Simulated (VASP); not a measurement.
The system is BiP.

```
Bi P
1.0
     3.84300    0.00000    0.00000
    -1.92150    3.32814    0.00000
     0.00000    0.00000    4.45186
Bi P
1 1
Cartesian
  -0.0004 0.0457 2.2393
  -0.0170 0.0582 0.0170
```

Base run:

```yaml
Program: VASP 6.6.1
Functional: LDA
Potentials_or_basis: VASP PAW LDA potentials, release 64 (Bi_d, P)
Cutoff: 520 eV
k_mesh: 7 × 7 × 6
Occupations: methfessel-paxton, width 0.05 eV
Spin: no spin polarisation
```

Its results: band gap on the k mesh zero (band 10 reaches 7.08 eV, above the bottom of band 11 at 3.81 eV); pressure 15.7 GPa; largest force 0.180 eV/Å.

The run is repeated on the same cell with these changes: k mesh from 7 × 7 × 6 to 11 × 11 × 8; further incar settings from ALGO = Normal; EDIFF = 1e-07; NBANDS = 17 to ALGO = Normal; EDIFF = 1e-06; NBANDS = 17. What comes out?

Band gap on the k mesh zero (band 10 reaches 7.12 eV, above the bottom of band 11 at 3.71 eV); pressure 18.6 GPa; largest force 0.149 eV/Å.

Caveats: spin-orbit coupling is left out, which moves the levels of the heavy elements.
